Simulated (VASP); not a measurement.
Wanted: the native input for a VASP 6.6.1 run.

* Task: single point
* Functional: r2SCAN
* Potentials or basis: VASP PAW PBE potentials, release 64 (Pt, Se)
* Cutoff: 520 eV
* k mesh: 9 × 9 × 6
* Occupations: fermi-dirac, width 0.1 eV
* Spin: no spin polarisation
* Hubbard terms: Pt d U = 3.0 eV
* Dipole correction: no
* Further INCAR settings: ALGO = Normal; EDIFF = 1e-07; NBANDS = 18

PtSe2:

```
CELL_PARAMETERS angstrom
3.72400 0.00000 0.00000
-1.86200 3.22508 0.00000
0.00000 0.00000 5.06200
ATOMIC_POSITIONS crystal
Pt 0.00000 0.00000 0.00000
Se 0.66667 0.33333 0.75000
Se 0.33333 0.66667 0.25000
```

The input as run:

POSCAR

```
PtSe2
1.0
    3.7240000000      0.0000000000      0.0000000000
   -1.8620000000      3.2250786037      0.0000000000
    0.0000000000      0.0000000000      5.0620000000
Pt Se
1 2
Direct
    0.0000000000      0.0000000000      0.0000000000
    0.6666666667      0.3333333333      0.7500000000
    0.3333333333      0.6666666667      0.2500000000
```

INCAR.step1

```
PREC     = Accurate       # precision mode
ENCUT    = 520            # plane-wave cutoff, eV
ISMEAR   = -1             # smearing method
SIGMA    = 0.1            # smearing width, eV
LREAL    = F              # projectors in reciprocal space
LASPH    = T              # aspherical terms in the spheres
NELM     = 150            # most SCF steps
LMAXMIX  = 4              # l up to which the mixer works
LDAU     = T              # DFT+U
LDAUTYPE = 2            
LDAUL    = 2 -1           # shell
LDAUU    = 3 0            # U, eV
LDAUJ    = 0 0          
NBANDS   = 18             # bands
GGA      = PE             # functional
ALGO     = Normal         # electronic algorithm
EDIFF    = 1E-4           # SCF threshold, eV
LWAVE    = T              # write WAVECAR
LCHARG   = F              # write CHGCAR
```

INCAR.step2

```
PREC     = Accurate       # precision mode
ENCUT    = 520            # plane-wave cutoff, eV
EDIFF    = 1E-7           # SCF threshold, eV
ISMEAR   = -1             # smearing method
SIGMA    = 0.1            # smearing width, eV
LREAL    = F              # projectors in reciprocal space
LASPH    = T              # aspherical terms in the spheres
NELM     = 150            # most SCF steps
ALGO     = Normal         # electronic algorithm
ISIF     = 2              # what is computed and relaxed
LWAVE    = F              # write WAVECAR
LCHARG   = F              # write CHGCAR
LMAXMIX  = 4              # l up to which the mixer works
LDAU     = T              # DFT+U
LDAUTYPE = 2            
LDAUL    = 2 -1           # shell
LDAUU    = 3 0            # U, eV
LDAUJ    = 0 0          
LDAUPRINT= 1            
METAGGA  = R2SCAN         # meta-GGA
LMIXTAU  = T            
NBANDS   = 18             # bands
ISTART   = 1
```

KPOINTS

```
regular mesh
0
Gamma
  9 9 6
```

Potentials or basis: VASP PAW PBE potentials, release 64 (Pt, Se).

Launch:

```bash
$ cat potpaw_PBE.64/Pt/POTCAR potpaw_PBE.64/Se/POTCAR > POTCAR
$ cp INCAR.step1 INCAR
$ mpirun -np 1 vasp_std > vasp.out
$ cp INCAR.step2 INCAR
$ mpirun -np 1 vasp_std > vasp.out
```

Results of the run:

- Pressure: 3.3 GPa
- Largest force: 0.273 eV/Å
- Band gap on the k mesh: zero (bands 11 and 12 overlap by 0.37 eV)

Caveat: the cell stands under pressure; the PAW data sets were made with another functional, which shifts forces and pressure a little; spin-orbit coupling is left out, which moves the levels of the heavy elements; U without spin polarisation on a metal has little footing.

Run time: 2.8 min on 1 thread of Intel(R) Xeon(R) Platinum 8488C (Sapphire Rapids), with other jobs on the host, peak memory 0.22 GiB.
